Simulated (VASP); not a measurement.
The system is Ir.

```
CELL_PARAMETERS angstrom
2.66333 0.00000 0.00000
-1.33167 2.30651 0.00000
0.00000 0.00000 4.31808
ATOMIC_POSITIONS crystal
Ir 0.66667 0.33333 0.75000
Ir 0.33333 0.66667 0.25000
```

Base run:

| Property | Result |
| --- | --- |
| Program | VASP 6.6.1 |
| Functional | PBEsol |
| Potentials or basis | VASP PAW PBE potentials, release 64 (Ir) |
| Cutoff | 520 eV |
| k mesh | 21 × 21 × 12 |
| Occupations | gaussian, width 0.15 eV |
| Spin | collinear spin, ferromagnetic start |
| Starting moments | [0.1, 0.1] μB |
| Fixed moment | 0.2 μB |

Its results: pressure 29.5 GPa; site moments Ir +0.10 μB.

Q: The run is repeated on the same cell with these changes: fixed moment from 0.2 μB to 1.2 μB; moments at the start from [0.1, 0.1] to [0.6, 0.6]. What comes out?

A: Pressure 33.1 GPa; site moments Ir +0.58 μB.

Caveats: the PAW data sets were made with another functional, which shifts forces and pressure a little; the total moment is fixed, so each spin has its own Fermi level.
